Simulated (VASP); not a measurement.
# MgO in VASP: a series of runs, part 2 of 2

VASP 6.6.1. The steps go on from the part before.

### 4 Single point, r2SCAN (strain +2.5%)

File POSCAR:

```
MgO
1.0
    0.0000000000      2.1547216021      2.1547216021
    2.1547216021      0.0000000000      2.1547216021
    2.1547216021      2.1547216021      0.0000000000
Mg O
1 1
Direct
    0.0000000000      0.0000000000      0.0000000000
    0.5000000000      0.5000000000      0.5000000000
```

File INCAR.step1:

```
ALGO     = Normal         # electronic algorithm
EDIFF    = 1E-5           # SCF threshold, eV
ENCUT    = 660            # plane-wave cutoff, eV
GGA      = PE             # functional
GGA_COMPAT= F            
ISMEAR   = 0              # smearing method
LASPH    = T              # aspherical terms in the spheres
LCHARG   = F              # write CHGCAR
LREAL    = F              # projectors in reciprocal space
LWAVE    = T              # write WAVECAR
NBANDS   = 15             # bands
NELM     = 120            # most SCF steps
PREC     = Accurate       # precision mode
SIGMA    = 0.01           # smearing width, eV
```

File INCAR.step2:

```
ALGO     = Normal         # electronic algorithm
EDIFF    = 1E-6           # SCF threshold, eV
ENCUT    = 660            # plane-wave cutoff, eV
GGA_COMPAT= F            
ISIF     = 2              # what is computed and relaxed
ISMEAR   = 0              # smearing method
ISTART   = 1            
LASPH    = T              # aspherical terms in the spheres
LCHARG   = F              # write CHGCAR
LMIXTAU  = T            
LREAL    = F              # projectors in reciprocal space
LWAVE    = F              # write WAVECAR
METAGGA  = R2SCAN         # meta-GGA
NBANDS   = 15             # bands
NELM     = 120            # most SCF steps
PREC     = Accurate       # precision mode
SIGMA    = 0.01           # smearing width, eV
```

File KPOINTS:

```
k-points
0
Gamma
  10 10 10
```

Started as:

```bash
$ cat potpaw_PBE.64/Mg_sv/POTCAR potpaw_PBE.64/O/POTCAR > POTCAR
$ cp INCAR.step1 INCAR
$ mpirun -np 1 vasp_std > vasp.out
$ cp INCAR.step2 INCAR
$ mpirun -np 1 vasp_std > vasp.out
```

Wall time 1.7 min (1 thread of Intel Xeon Platinum 8488C (Sapphire Rapids), shared host); peak memory 0.17 GiB.

It converged, with:

- Free energy: -16.1318 eV
- Pressure: -10.9 GPa
- Band gap on the k mesh: 5.00 eV, direct

Levels at points of the mesh, in eV from the valence-band top:
```csv
k point,band 5,band 6,band 7,band 8,band 9,band 10,band 11,band 12
"(0.00, 0.00, 0.00)",-17.86,0.00,0.00,0.00,5.00,16.45,16.45,16.45
"(0.50, 0.00, 0.00)",-16.75,-4.30,-0.60,-0.60,8.38,13.05,16.79,16.79
"(0.50, 0.50, 0.00)",-16.55,-3.80,-1.27,-1.27,9.93,10.44,13.56,19.39
```

Caveat: the cell differs from its parent crystal (strain +2.5%); the PAW data sets were made with another functional, which shifts forces and pressure a little.

### 5 Single point, r2SCAN (shear xy strain -5.0%)

File POSCAR:

```
MgO
1.0
   -0.0525541854      2.1021674158      2.1021674158
    2.1021674158     -0.0525541854      2.1021674158
    2.0496132304      2.0496132304      0.0000000000
Mg O
1 1
Direct
    0.0000000000      0.0000000000      0.0000000000
    0.5000000000      0.5000000000      0.5000000000
```

File INCAR.step1:

```
SYSTEM = MgO
  PREC = Accurate
  ENCUT = 660
  ISMEAR = 0
  SIGMA = 0.01
  LREAL = .False.
  LASPH = .True.
  NELM = 120
  NBANDS = 15
  GGA = PE
  ALGO = Normal
  EDIFF = 1E-5
  LWAVE = .True.
  LCHARG = .False.
  GGA_COMPAT = .False.
```

File INCAR.step2:

```
SYSTEM = MgO
  PREC = Accurate
  ENCUT = 660
  EDIFF = 1E-6
  ISMEAR = 0
  SIGMA = 0.01
  LREAL = .False.
  LASPH = .True.
  NELM = 120
  ALGO = Normal
  ISIF = 2
  LWAVE = .False.
  LCHARG = .False.
  METAGGA = R2SCAN
  LMIXTAU = .True.
  NBANDS = 15
  ISTART = 1
  GGA_COMPAT = .False.
```

File KPOINTS:

```
Automatic mesh
0
Gamma
  10 10 10
  0 0 0
```

Started as:

```bash
$ cat potpaw_PBE.64/Mg_sv/POTCAR potpaw_PBE.64/O/POTCAR > POTCAR
$ cp INCAR.step1 INCAR
$ mpirun -np 1 vasp_std > vasp.out
$ cp INCAR.step2 INCAR
$ mpirun -np 1 vasp_std > vasp.out
```

Run time: 1.9 min. Hardware: 1 thread of Intel Xeon 6975P-C (Granite Rapids), shared host; peak memory 0.2 GiB.

It converged, with:

| Item | Value |
| --- | --- |
| Free energy | -16.1523 eV |
| Pressure | 0.0 GPa |
| Band gap on the k mesh | 5.49 eV, direct |

Stress tensor (GPa, compression positive):
```
 0.20  7.85  0.00
 7.85  0.20  0.00
 0.00  0.00 -0.47
```

Levels at points of the mesh, in eV from the valence-band top:
```csv
k point,band 4,band 5,band 6,band 7,band 8,band 9,band 10,band 11,band 12,band 13
"(0.00, 0.00, 0.00)",-40.25,-18.42,-0.38,-0.21,0.00,5.49,15.96,16.73,17.46,20.77
"(0.50, 0.00, 0.00)",-40.26,-17.19,-4.91,-0.87,-0.65,8.83,13.41,17.51,18.02,22.62
"(0.50, 0.50, 0.00)",-40.28,-16.92,-4.30,-1.87,-1.26,9.60,11.32,14.17,19.84,20.90
"(0.00, 0.00, 0.50)",-40.26,-17.06,-4.73,-1.08,-0.89,8.48,13.99,16.77,17.27,22.18
"(0.50, 0.00, 0.50)",-40.28,-16.91,-4.29,-1.57,-1.57,9.85,11.04,14.12,20.34,20.39
```

Caveat: the cell differs from its parent crystal (shear xy strain -5.0%); the PAW data sets were made with another functional, which shifts forces and pressure a little.

### 6 Single point, r2SCAN (uniaxial x strain +2.5%)

File POSCAR:

```
MgO
1.0
    0.0000000000      2.1021674158      2.1021674158
    2.1547216012      0.0000000000      2.1021674158
    2.1547216012      2.1021674158      0.0000000000
Mg O
1 1
Direct
    0.0000000000      0.0000000000      0.0000000000
    0.5000000000      0.5000000000      0.5000000000
```

File INCAR.step1:

```
SYSTEM = MgO
PREC = Accurate ; ENCUT = 660
ISMEAR = 0 ; SIGMA = 0.01
LREAL = .False. ; LASPH = .True.
NELM = 120 ; NBANDS = 15
GGA = PE ; ALGO = Normal
EDIFF = 1E-5 ; LWAVE = .True.
LCHARG = .False. ; GGA_COMPAT = .False.
```

File INCAR.step2:

```
SYSTEM = MgO
PREC = Accurate ; ENCUT = 660
EDIFF = 1E-6 ; ISMEAR = 0
SIGMA = 0.01 ; LREAL = .False.
LASPH = .True. ; NELM = 120
ALGO = Normal ; ISIF = 2
LWAVE = .False. ; LCHARG = .False.
METAGGA = R2SCAN ; LMIXTAU = .True.
NBANDS = 15 ; ISTART = 1
GGA_COMPAT = .False.
```

KPOINTS is that of step 5.

Potentials or basis: VASP PAW PBE potentials, release 64 (Mg_sv, O).

Started as:

```bash
$ cat potpaw_PBE.64/Mg_sv/POTCAR potpaw_PBE.64/O/POTCAR > POTCAR
$ cp INCAR.step1 INCAR
$ mpirun -np 1 vasp_std > vasp.out
$ cp INCAR.step2 INCAR
$ mpirun -np 1 vasp_std > vasp.out
```

Wall time 2.5 min (1 thread of Intel Xeon Platinum 8488C (Sapphire Rapids), shared host); peak memory 0.18 GiB.

Results (log left out):

| Item | Value |
| --- | --- |
| Free energy | -16.1661 eV |
| Pressure | -3.9 GPa |
| Band gap on the k mesh | 5.43 eV, direct |

Stress tensor (GPa, compression positive):
```
-6.83  0.00  0.00
 0.00 -2.39  0.00
 0.00  0.00 -2.39
```

Levels at points of the mesh, in eV from the valence-band top:
```tsv
k point	band 5	band 6	band 7	band 8	band 9	band 10	band 11	band 12
(0.00, 0.00, 0.00)	-18.13	-0.05	-0.05	0.00	5.43	16.55	16.81	16.81
(0.50, 0.00, 0.00)	-16.90	-4.54	-0.71	-0.66	8.66	13.58	17.01	17.56
(0.50, 0.50, 0.00)	-16.67	-4.00	-1.48	-1.33	9.90	10.92	14.18	19.78
(0.00, 0.50, 0.50)	-16.74	-4.08	-1.30	-1.30	10.16	10.96	13.85	20.32
```

Caveat: the cell differs from its parent crystal (uniaxial x strain +2.5%); the PAW data sets were made with another functional, which shifts forces and pressure a little.

### 7 Single point, r2SCAN (strain along [111] +1.5%)

File POSCAR:

```
MgO
1.0
    0.0210216742      2.1231890900      2.1231890900
    2.1231890900      0.0210216742      2.1231890900
    2.1231890900      2.1231890900      0.0210216742
Mg O
1 1
Direct
    0.0000000000      0.0000000000      0.0000000000
    0.5000000000      0.5000000000      0.5000000000
```

File INCAR.step1:

```
SYSTEM = MgO
ALGO = Normal ; EDIFF = 1E-5
ENCUT = 660 ; GGA = PE
GGA_COMPAT = .FALSE. ; ISMEAR = 0
LASPH = .TRUE. ; LCHARG = .FALSE.
LREAL = .FALSE. ; LWAVE = .TRUE.
NBANDS = 15 ; NELM = 120
PREC = Accurate ; SIGMA = 0.01
```

File INCAR.step2:

```
SYSTEM = MgO
ALGO = Normal ; EDIFF = 1E-6
ENCUT = 660 ; GGA_COMPAT = .FALSE.
ISIF = 2 ; ISMEAR = 0
ISTART = 1 ; LASPH = .TRUE.
LCHARG = .FALSE. ; LMIXTAU = .TRUE.
LREAL = .FALSE. ; LWAVE = .FALSE.
METAGGA = R2SCAN ; NBANDS = 15
NELM = 120 ; PREC = Accurate
SIGMA = 0.01
```

File KPOINTS:

```
k-points
0
G
  10 10 10
  0 0 0
```

Started as:

```bash
$ cat potpaw_PBE.64/Mg_sv/POTCAR potpaw_PBE.64/O/POTCAR > POTCAR
$ cp INCAR.step1 INCAR
$ mpirun -np 1 vasp_std > vasp.out
$ cp INCAR.step2 INCAR
$ mpirun -np 1 vasp_std > vasp.out
```

Wall time 4.5 min (1 thread of AMD EPYC 7R43 (Zen 3), shared host); peak memory 0.15 GiB.

It converged, with:

```
Free energy            : -16.1703 eV
Pressure               : -2.5 GPa
Band gap on the k mesh : 5.52 eV, direct
```

Stress tensor (GPa, compression positive):
```
-2.53 -1.56 -1.56
-1.56 -2.53 -1.56
-1.56 -1.56 -2.53
```

Levels at points of the mesh, in eV from the valence-band top:
```csv
k point,band 6,band 7,band 8,band 9,band 10,band 11
"(0.00, 0.00, 0.00)",-0.11,0.00,0.00,5.52,16.48,16.91
"(0.50, 0.00, 0.00)",-4.57,-0.76,-0.68,8.69,13.75,17.20
"(0.50, 0.50, 0.00)",-4.07,-1.45,-1.33,9.98,11.05,14.17
"(0.50, 0.50, 0.50)",-4.64,-0.64,-0.64,8.83,13.53,17.59
```

Caveat: the cell differs from its parent crystal (strain along [111] +1.5%); the PAW data sets were made with another functional, which shifts forces and pressure a little.

### 8 The runs side by side

| cell | gap on the mesh (eV) | pressure (GPa) |
| --- | --- | --- |
| a = 3.047 Å, angles 60.0°, 2 atoms | 5.00 | -10.9 |
| a = 2.973 Å, angles 60.0°, 2 atoms | 5.71 | -0.2 |
| a = 2.973, b = 2.973, c = 2.899 Å, angles 60.8, 60.8, 61.7°, 2 atoms | 5.49 | 0.0 |
| a = 2.973, b = 3.010, c = 3.010 Å, angles 59.2, 60.4, 60.4°, 2 atoms | 5.43 | -3.9 |
| a = 3.003 Å, angles 59.3°, 2 atoms | 5.52 | -2.5 |

Alike in all rows: task single point; level r2SCAN; potentials or basis VASP PAW PBE potentials, release 64 (Mg_sv, O); no spin polarisation; k mesh 10 × 10 × 10; cutoff (eV) 660; smearing gaussian 0.01 eV.

Caveats: the PAW data sets were made with another functional, which shifts forces and pressure a little.

Total energies depend on the potentials used, so only differences within one code and one set of settings carry meaning.
